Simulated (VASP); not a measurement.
# Rb (Immm) in VASP: notebook

Rb is run at these levels: PBE; tasks: single point.

Everything below comes from runs of VASP 6.6.1. Logs are shortened: lines on timing, memory, paths and dates and some standing lists are left out, and cuts for length are marked.

### Step 1. The cell of the first run

The structure is orthorhombic, space group Immm (No. 71). Conventional cell: a = 5.462 Å, b = 5.909 Å, c = 6.219 Å, α = 90.00°, β = 90.00°, γ = 90.00°.

### Step 2. Single point, PBE (strain +0.0525 x Voigt [0, 1, 0, 0, 0, 0])

INCAR reads:

```
SYSTEM = Rb
ALGO     = Fast           ! electronic algorithm
EDIFF    = 1E-6           ! SCF threshold, eV
ENCUT    = 520            ! plane-wave cutoff, eV
GGA      = PE             ! functional
ISIF     = 2              ! what is computed and relaxed
ISMEAR   = 0              ! smearing method
LASPH    = .TRUE.         ! aspherical terms in the spheres
LCHARG   = .FALSE.        ! write CHGCAR
LREAL    = .FALSE.        ! projectors in reciprocal space
LWAVE    = .FALSE.        ! write WAVECAR
NBANDS   = 10             ! bands
NELM     = 80             ! most SCF steps
PREC     = Accurate       ! precision mode
SIGMA    = 0.15           ! smearing width, eV
```

KPOINTS reads:

```
k-points
0
G
  12 12 12
  0 0 0
```

POSCAR reads:

```
Rb
1.0
   -2.9545118615      3.1096237342      2.7308451955
    2.9545118615     -3.1096237342      2.7308451955
    2.9545118615      3.1096237342     -2.7308451955
Rb
1
Direct
    0.0000000000      0.0000000000      0.0000000000
```

Potentials or basis: VASP PAW PBE potentials, release 64 (Rb_sv).

Command:

```
cat potpaw_PBE.64/Rb_sv/POTCAR > POTCAR
mpirun -np 1 vasp_std > vasp.out
```

OUTCAR:

```text
SYSTEM = Rb
   EDIFF = 1E-6
   ENCUT = 520
   GGA = PE
   ISIF = 2
   ISMEAR = 0
   LASPH = .TRUE.
   LREAL = .FALSE.
   NELM = 80
   PREC = Accurate

 ion  position               nearest neighbor table
   1  0.000  0.000  0.000-

  LATTYP: Found a body centered orthorhombic cell.
 ALAT       =     5.4616903910
 B/A-ratio  =     1.0819038246
 C/A-ratio  =     1.1387037754

  Lattice vectors:

 A1 = (   2.9545118615,  -3.1096237342,   2.7308451955)
 A2 = (  -2.9545118615,  -3.1096237342,  -2.7308451955)
 A3 = (   2.9545118615,   3.1096237342,  -2.7308451955)

Analysis of symmetry for initial positions (statically):
=====================================================================
 Subroutine PRICEL returns:
 Original cell was already a primitive cell.

 Routine SETGRP: Setting up the symmetry group for a
 body centered orthorhombic supercell.

 Subroutine GETGRP returns: Found  8 space group operations
 (whereof  8 operations were pure point group operations)
 out of a pool of  8 trial point group operations.

The static configuration has the point symmetry D_2h.

Analysis of symmetry for dynamics (positions and initial velocities):
=====================================================================
 Subroutine PRICEL returns:
 Original cell was already a primitive cell.

 Routine SETGRP: Setting up the symmetry group for a
 body centered orthorhombic supercell.

 Subroutine GETGRP returns: Found  8 space group operations
 (whereof  8 operations were pure point group operations)
 out of a pool of  8 trial point group operations.

The dynamic configuration has the point symmetry D_2h.

 Subroutine INISYM returns: Found  8 space group operations
 (whereof  8 operations are pure point group operations),
 and found     1 'primitive' translations

----------------------------------------------------------------------------------------

                                     Primitive cell

  volume of cell :     100.3577

  direct lattice vectors                    reciprocal lattice vectors
    -2.954511861  3.109623734  2.730845196     0.000000000  0.160791158  0.183093498
     2.954511861 -3.109623734  2.730845196     0.169232693  0.000000000  0.183093498
     2.954511861  3.109623734 -2.730845196     0.169232693  0.160791158  0.000000000

  length of vectors
     5.084920411  5.084920411  5.084920411     0.243674015  0.249324956  0.233438431

[... 83 lines left out ...]
   NFREE  =      0    steps in history (QN), initial steepest desc. (CG)
   ISIF   =      2    stress and relaxation
   ISYM   =      2    0-nonsym 1-usesym 2-fastsym
   POTIM  = 0.5000    time-step for ionic-motion
   TEBEG  =    0.0;   TEEND  =   0.0 temperature during run
   PSTRESS=    0.0 pullay stress
   NELECT =       9.0000    total number of electrons
   NUPDOWN=      -1.0000    fix difference up-down
   EMIN   =  10.00;   EMAX   =-10.00  energy-range for DOS
   EFERMI =   0.00;   METHOD = LEGACY
   ISMEAR =     0;   SIGMA  =   0.15  broadening in eV -4-tet -1-fermi 0-gaus
   EFERMI_NEDOS =   21; number of points for ismear=-14 and -15
   IALGO  =     68    algorithm
   IMIX   =      4    mixing-type and parameters
     AMIX     =   0.40;   BMIX     =  1.00
     AMIX_MAG =   1.60;   BMIX_MAG =  1.00
  volume/ion in A,a.u.               =     100.36       677.25
  Fermi-wavevector in a.u.,A,eV,Ry     =   0.732777  1.384749  7.305823  0.536963
  Thomas-Fermi vector in A             =   1.825324
   LORBIT       =      0    0 simple, 1 ext, 2 COOP (PROOUT), +10 PAW based schemes
   GGA     = PE    functional components
   LHFCALC =     F    Hartree Fock is set to
   AEXX    =    0.0000 exact exchange contribution
   IVDW    =     0    specifies the selected vdW correction
   LEPSILON=     F    determine dielectric tensor
   LRPA    =     F    only Hartree local field effects (RPA)
 non-spin polarized calculation
 RMM-DIIS sequential band-by-band and
 Gauss-broadening in eV      SIGMA  =   0.15
  energy-cutoff  :      520.00
  volume of cell :      100.36
 maximum number of plane-waves:      2731
 NGX is ok and might be reduce to    40
   NGX = 19   NGY = 19   NGZ = 19

 number of electron       9.0000000 magnetization

 Free energy of the ion-electron system (eV)
  ---------------------------------------------------
  ext. energy  EPLUGINS =         0.00000000
  ---------------------------------------------------
  free energy    TOTEN  =        -0.93313380 eV

  energy without entropy =       -0.92225257  energy(sigma->0) =       -0.92769319

 E-fermi :  -0.1986     XC(G=0):  -5.2363

 val. band max:       -0.2023516130   @ k =  -0.4167  -0.0833   0.0833
 cond. band min:      -0.1760214100   @ k =  -0.4167   0.4167   0.1667
 fundamental gap:      0.0263302030
 Fermi energy:        -0.1986042669

 k-point     1 :       0.0000    0.0000    0.0000
  band No.  band energies     occupation
      1     -29.1548      2.00000
      2     -13.2053      2.00000
      3     -13.2051      2.00000
      4     -13.2042      2.00000
      5      -2.0405      2.00000
      6       3.0815      0.00000
      7       3.4940      0.00000
      8       3.7031      0.00000
      9       3.8816      0.00000
     10       4.6191      0.00000
[... 287 lines left out ...]
 k-point    24 :       0.3333    0.1667    0.0000
  band No.  band energies     occupation
      1     -29.1522      2.00000
      2     -13.2654      2.00000
      3     -13.2301      2.00000
      4     -13.2133      2.00000
      5      -0.0731      0.23672
      6       1.0376      0.00000
      7       2.0161      0.00000
      8       3.5873      0.00000
      9       4.2214      0.00000
     10       5.0924      0.00000

 [... further k-points ...]

------------------------ aborting loop because EDIFF is reached ----------------------------------------

  FORCE on cell =-STRESS in cart. coord.  units (eV):
  Direction    XX          YY          ZZ          XY          YZ          ZX
  --------------------------------------------------------------------------------------
  -------------------------------------------------------------------------------------
  Total       -0.1520625     -0.1467988     -0.1158657      0.0000000      0.0000000      0.0000000
  in kB       -2.4276272     -2.3435940     -1.8497573      0.0000000      0.0000000      0.0000000
  external PRESSURE =      -2.2069928 kB  Pullay stress =       0.0000000 kB

 VOLUME and BASIS-vectors are now :
 -----------------------------------------------------------------------------
  energy-cutoff  :      520.00
  volume of cell :      100.36
      direct lattice vectors                 reciprocal lattice vectors
    -2.954511861  3.109623734  2.730845196     0.000000000  0.160791158  0.183093498
     2.954511861 -3.109623734  2.730845196     0.169232693  0.000000000  0.183093498
     2.954511861  3.109623734 -2.730845196     0.169232693  0.160791158  0.000000000

 POSITION                                       TOTAL-FORCE (eV/Angst)
 -----------------------------------------------------------------------------------
      0.00000      0.00000      0.00000         0.000000      0.000000     -0.000000
 -----------------------------------------------------------------------------------
    total drift:                                0.000000      0.000000     -0.000000

  FREE ENERGIE OF THE ION-ELECTRON SYSTEM (eV)
  ---------------------------------------------------
  free  energy   TOTEN  =        -0.9331338041 eV

  energy  without entropy=       -0.9222525734  energy(sigma->0) =       -0.92769319
```

Wall time 4.1 min (1 thread of Intel Xeon Platinum 8259CL at 2.50GHz (Skylake/Cascade Lake), shared host); peak memory 0.42 GiB.

What came out:

```yaml
Free_energy: -0.9331 eV
Pressure: -0.2 GPa
Band_gap_on_the_k_mesh: zero (an odd number of electrons rules out a gap without spin polarisation)
```

Caveat: the cell differs from its parent crystal (strain +0.0525 x Voigt [0, 1, 0, 0, 0, 0]).

### Step 3. Single point, PBE (strain +0.0600 x Voigt [0, 1, 0, 0, 0, 0])

INCAR reads:

```
SYSTEM = Rb
ALGO     = Fast           ! electronic algorithm
EDIFF    = 1E-7           ! SCF threshold, eV
ENCUT    = 520            ! plane-wave cutoff, eV
GGA      = PE             ! functional
ISIF     = 2              ! what is computed and relaxed
ISMEAR   = 0              ! smearing method
LASPH    = .True.         ! aspherical terms in the spheres
LCHARG   = .True.         ! write CHGCAR
LELF     = .True.         ! ELF
LREAL    = .False.        ! projectors in reciprocal space
LVHAR    = .True.       
LWAVE    = .False.        ! write WAVECAR
NBANDS   = 10             ! bands
NELM     = 100            ! most SCF steps
PREC     = Accurate       ! precision mode
SIGMA    = 0.15           ! smearing width, eV
```

KPOINTS reads:

```
k-points
0
Gamma
  12 12 12
  0 0 0
```

POSCAR reads:

```
Rb
1.0
   -2.9545118615      3.1317825732      2.7308451955
    2.9545118615     -3.1317825732      2.7308451955
    2.9545118615      3.1317825732     -2.7308451955
Rb
1
Direct
    0.0000000000      0.0000000000      0.0000000000
```

Potentials or basis: VASP PAW PBE potentials, release 64 (Rb_sv).

Command:

```
cat potpaw_PBE.64/Rb_sv/POTCAR > POTCAR
mpirun -np 1 vasp_std > vasp.out
```

OUTCAR:

```text
SYSTEM = Rb
   EDIFF = 1E-7
   ENCUT = 520
   GGA = PE
   ISIF = 2
   ISMEAR = 0
   LASPH = .True.
   LREAL = .False.
   NELM = 100
   PREC = Accurate

 ion  position               nearest neighbor table
   1  0.000  0.000  0.000-

  LATTYP: Found a body centered orthorhombic cell.
 ALAT       =     5.4616903910
 B/A-ratio  =     1.0819038246
 C/A-ratio  =     1.1468180541

  Lattice vectors:

 A1 = (   2.9545118615,  -3.1317825732,   2.7308451955)
 A2 = (  -2.9545118615,  -3.1317825732,  -2.7308451955)
 A3 = (   2.9545118615,   3.1317825732,  -2.7308451955)

Analysis of symmetry for initial positions (statically):
=====================================================================
 Subroutine PRICEL returns:
 Original cell was already a primitive cell.

 Routine SETGRP: Setting up the symmetry group for a
 body centered orthorhombic supercell.

 Subroutine GETGRP returns: Found  8 space group operations
 (whereof  8 operations were pure point group operations)
 out of a pool of  8 trial point group operations.

The static configuration has the point symmetry D_2h.

Analysis of symmetry for dynamics (positions and initial velocities):
=====================================================================
 Subroutine PRICEL returns:
 Original cell was already a primitive cell.

 Routine SETGRP: Setting up the symmetry group for a
 body centered orthorhombic supercell.

 Subroutine GETGRP returns: Found  8 space group operations
 (whereof  8 operations were pure point group operations)
 out of a pool of  8 trial point group operations.

The dynamic configuration has the point symmetry D_2h.

 Subroutine INISYM returns: Found  8 space group operations
 (whereof  8 operations are pure point group operations),
 and found     1 'primitive' translations

----------------------------------------------------------------------------------------

                                     Primitive cell

  volume of cell :     101.0728

  direct lattice vectors                    reciprocal lattice vectors
    -2.954511861  3.131782573  2.730845196     0.000000000  0.159653484  0.183093498
     2.954511861 -3.131782573  2.730845196     0.169232693  0.000000000  0.183093498
     2.954511861  3.131782573 -2.730845196     0.169232693  0.159653484  0.000000000

  length of vectors
     5.098501535  5.098501535  5.098501535     0.242924812  0.249324956  0.232656269

  position of ions in fractional coordinates (direct lattice)
     0.000000000  0.000000000  0.000000000

  ion indices of the primitive-cell ions
   primitive index   ion index
                 1           1

----------------------------------------------------------------------------------------

 KPOINTS: k-points

Automatic generation of k-mesh.
 Grid dimensions read from file:
 generate k-points for:   12   12   12

 Generating k-lattice:

  Cartesian coordinates                     Fractional coordinates (reciprocal lattice)
     0.000000000  0.013304457  0.015257792     0.083333333 -0.000000000  0.000000000
     0.014102724  0.000000000  0.015257792    -0.000000000  0.083333333  0.000000000
     0.014102724  0.013304457  0.000000000     0.000000000 -0.000000000  0.083333333

  Length of vectors
     0.020243734  0.020777080  0.019388022

  Shift w.r.t. Gamma in fractional coordinates (k-lattice)
     0.000000000  0.000000000  0.000000000

 Subroutine IBZKPT returns following result:
 ===========================================

 Found    280 irreducible k-points:

 Following reciprocal coordinates:
            Coordinates               Weight
  0.000000  0.000000  0.000000      1.000000
  0.083333  0.000000  0.000000      4.000000
  0.166667  0.000000 -0.000000      4.000000
  0.250000  0.000000  0.000000      4.000000
  0.333333  0.000000 -0.000000      4.000000
  0.416667  0.000000 -0.000000      4.000000
[... 16 lines left out ...]
  0.250000  0.166667 -0.000000      8.000000
  0.333333  0.166667 -0.000000      8.000000
 [... further k-points ...]
   k-points           NKPTS =    280   k-points in BZ     NKDIM =    280   number of bands    NBANDS=     10
   number of dos      NEDOS =    301   number of ions     NIONS =      1
   total plane-waves  NPLWV =  64000
   dimension x,y,z NGX =    40 NGY =   40 NGZ =   40
   dimension x,y,z NGXF=    80 NGYF=   80 NGZF=   80
   ions per type =               1
   NGX,Y,Z   is equivalent  to a cutoff of  13.04, 13.04, 13.04 a.u.
   NGXF,Y,Z  is equivalent  to a cutoff of  26.09, 26.09, 26.09 a.u.
 SYSTEM =  Rb
   PREC   = accura    normal or accurate (medium, high low for compatibility)
   ISTART =      0    job   : 0-new  1-cont  2-samecut
   ICHARG =      2    charge: 1-file 2-atom 10-const
   ISPIN  =      1    spin polarized calculation?
   LNONCOLLINEAR =      F non collinear calculations
   LSORBIT =      F    spin-orbit coupling
   LASPH  =      T    aspherical Exc in radial PAW
   ENCUT  =  520.0 eV  38.22 Ry    6.18 a.u.   9.48  9.48  9.48*2*pi/ulx,y,z
   NELM   =    100;   NELMIN=  2; NELMDL= -5     # of ELM steps
   EDIFF  = 0.1E-06   stopping-criterion for ELM
   LREAL  =      F    real-space projection
   EDIFFG = 0.1E-05   stopping-criterion for IOM
   NSW    =      0    number of steps for IOM
   IBRION =     -1    ionic relax: 0-MD 1-quasi-New 2-CG
   NFREE  =      0    steps in history (QN), initial steepest desc. (CG)
   ISIF   =      2    stress and relaxation
   ISYM   =      2    0-nonsym 1-usesym 2-fastsym
   POTIM  = 0.5000    time-step for ionic-motion
   TEBEG  =    0.0;   TEEND  =   0.0 temperature during run
   PSTRESS=    0.0 pullay stress
   NELECT =       9.0000    total number of electrons
   NUPDOWN=      -1.0000    fix difference up-down
   EMIN   =  10.00;   EMAX   =-10.00  energy-range for DOS
   EFERMI =   0.00;   METHOD = LEGACY
   ISMEAR =     0;   SIGMA  =   0.15  broadening in eV -4-tet -1-fermi 0-gaus
   EFERMI_NEDOS =   21; number of points for ismear=-14 and -15
   IALGO  =     68    algorithm
   IMIX   =      4    mixing-type and parameters
     AMIX     =   0.40;   BMIX     =  1.00
     AMIX_MAG =   1.60;   BMIX_MAG =  1.00
  volume/ion in A,a.u.               =     101.07       682.07
  Fermi-wavevector in a.u.,A,eV,Ry     =   0.731045  1.381475  7.271321  0.534427
  Thomas-Fermi vector in A             =   1.823165
   LORBIT       =      0    0 simple, 1 ext, 2 COOP (PROOUT), +10 PAW based schemes
   GGA     = PE    functional components
   LHFCALC =     F    Hartree Fock is set to
   AEXX    =    0.0000 exact exchange contribution
   IVDW    =     0    specifies the selected vdW correction
   LEPSILON=     F    determine dielectric tensor
   LRPA    =     F    only Hartree local field effects (RPA)
 non-spin polarized calculation
 RMM-DIIS sequential band-by-band and
 Gauss-broadening in eV      SIGMA  =   0.15
  energy-cutoff  :      520.00
  volume of cell :      101.07
 maximum number of plane-waves:      2749
 NGX is ok and might be reduce to    40
   NGX = 19   NGY = 19   NGZ = 19

 number of electron       9.0000000 magnetization

 Free energy of the ion-electron system (eV)
  ---------------------------------------------------
  ext. energy  EPLUGINS =         0.00000000
  ---------------------------------------------------
  free energy    TOTEN  =        -0.93207667 eV

  energy without entropy =       -0.92114383  energy(sigma->0) =       -0.92661025

 E-fermi :  -0.2128     XC(G=0):  -5.2200

 val. band max:       -0.2147317570   @ k =  -0.4167  -0.0833   0.0833
 cond. band min:      -0.1929476465   @ k =   0.5000   0.4167  -0.0000
 fundamental gap:      0.0217841105
 Fermi energy:        -0.2128338357

 k-point     1 :       0.0000    0.0000    0.0000
  band No.  band energies     occupation
      1     -29.1736      2.00000
      2     -13.2245      2.00000
      3     -13.2242      2.00000
      4     -13.2234      2.00000
      5      -2.0457      2.00000
      6       3.0542      0.00000
      7       3.4680      0.00000
      8       3.7036      0.00000
      9       3.8405      0.00000
     10       4.6062      0.00000
[... 287 lines left out ...]
 k-point    24 :       0.3333    0.1667   -0.0000
  band No.  band energies     occupation
      1     -29.1710      2.00000
      2     -13.2832      2.00000
      3     -13.2485      2.00000
      4     -13.2324      2.00000
      5      -0.0855      0.22994
      6       1.0138      0.00000
      7       2.0077      0.00000
      8       3.5534      0.00000
      9       4.1870      0.00000
     10       5.0760      0.00000

 [... further k-points ...]

------------------------ aborting loop because EDIFF is reached ----------------------------------------

  FORCE on cell =-STRESS in cart. coord.  units (eV):
  Direction    XX          YY          ZZ          XY          YZ          ZX
  --------------------------------------------------------------------------------------
  -------------------------------------------------------------------------------------
  Total       -0.1605385     -0.1535677     -0.1222792      0.0000000      0.0000000      0.0000000
  in kB       -2.5448093     -2.4343116     -1.9383351      0.0000000      0.0000000      0.0000000
  external PRESSURE =      -2.3058187 kB  Pullay stress =       0.0000000 kB

 VOLUME and BASIS-vectors are now :
 -----------------------------------------------------------------------------
  energy-cutoff  :      520.00
  volume of cell :      101.07
      direct lattice vectors                 reciprocal lattice vectors
    -2.954511861  3.131782573  2.730845196     0.000000000  0.159653484  0.183093498
     2.954511861 -3.131782573  2.730845196     0.169232693  0.000000000  0.183093498
     2.954511861  3.131782573 -2.730845196     0.169232693  0.159653484  0.000000000

 POSITION                                       TOTAL-FORCE (eV/Angst)
 -----------------------------------------------------------------------------------
      0.00000      0.00000      0.00000         0.000000     -0.000000     -0.000000
 -----------------------------------------------------------------------------------
    total drift:                                0.000000      0.000000     -0.000000

  FREE ENERGIE OF THE ION-ELECTRON SYSTEM (eV)
  ---------------------------------------------------
  free  energy   TOTEN  =        -0.9320766727 eV

  energy  without entropy=       -0.9211438346  energy(sigma->0) =       -0.92661025
```

It took 4.2 min on 1 thread of Intel Xeon Platinum 8259CL at 2.50GHz (Skylake/Cascade Lake), shared host; peak memory 0.42 GiB.

What came out:

```
Free energy            : -0.9321 eV
Pressure               : -0.2 GPa
Band gap on the k mesh : zero (an odd number of electrons rules out a gap without spin polarisation)
```

Caveat: the cell differs from its parent crystal (strain +0.0600 x Voigt [0, 1, 0, 0, 0, 0]).

(Continued in part 2 of 2.)

The gap in the log of VASP goes by the Fermi energy; the results here count the filled bands.